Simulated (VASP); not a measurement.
A run of VASP 6.6.1 is set up as follows.

The input INCAR:

```
ALGO     = Normal         # electronic algorithm
EDIFF    = 1E-8           # SCF threshold, eV
ENCUT    = 400            # plane-wave cutoff, eV
GGA_COMPAT= False        
ISIF     = 2              # what is computed and relaxed
ISMEAR   = -1             # smearing method
LASPH    = True           # aspherical terms in the spheres
LCHARG   = False          # write CHGCAR
LEFG     = True         
LREAL    = False          # projectors in reciprocal space
LWAVE    = False          # write WAVECAR
NBANDS   = 8              # bands
NELM     = 120            # most SCF steps
PREC     = Accurate       # precision mode
SIGMA    = 0.01           # smearing width, eV
```

File KPOINTS:

```
k-points
0
Gamma
  11 11 11
```

POSCAR

```
Al
1.0
    0.0000000000      2.0248050000      2.0248050000
    2.0248050000      0.0000000000      2.0248050000
    2.0248050000      2.0248050000      0.0000000000
Al
1
Direct
    0.0000000000      0.0000000000      0.0000000000
```

Potentials or basis: VASP PAW LDA potentials, release 64 (Al).

The run is started by

```console
$ cat potpaw_LDA.64/Al/POTCAR > POTCAR
$ mpirun -np 1 vasp_std > vasp.out
```

(1) Estimate the pressure.

(2) Predict the band gap on the k mesh.

## Answers

(1) -3.7 GPa.

(2) zero (an odd number of electrons rules out a gap without spin polarisation).

Caveat: the cell stands under tension.
